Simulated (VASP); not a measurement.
A run of VASP 6.6.1 is set up as follows.

File INCAR:

```
SYSTEM = TiAl
PREC = Accurate
ENCUT = 520
EDIFF = 1E-6
ISMEAR = -1
SIGMA = 0.05
LREAL = .FALSE.
LASPH = .TRUE.
NELM = 60
ALGO = Normal
ISIF = 2
LWAVE = .FALSE.
LCHARG = .FALSE.
GGA = PE
NBANDS = 14
```

File KPOINTS:

```
regular mesh
0
G
  11 11 6
  0 0 0
```

Contents of POSCAR:

```
TiAl
1.0
    2.9234973377      0.0000000000      0.0000000000
   -1.4617486688      2.5318229623      0.0000000000
    0.0000000000      0.0000000000      4.7698334112
Ti Al
1 1
Direct
    0.0000000000      0.0000000000      0.0000000000
    0.3333333333      0.6666666667      0.5000000000
```

Potentials or basis: VASP PAW PBE potentials, release 64 (Ti_sv, Al).

Command:

```bash
$ cat potpaw_PBE.64/Ti_sv/POTCAR potpaw_PBE.64/Al/POTCAR > POTCAR
$ mpirun -np 1 vasp_std > vasp.out
```

Q: What does it give for the pressure?

A: -5.3 GPa.

Stress tensor (GPa, compression positive):
```
-4.47  0.00  0.00
 0.00 -4.47  0.00
 0.00  0.00 -7.08
```
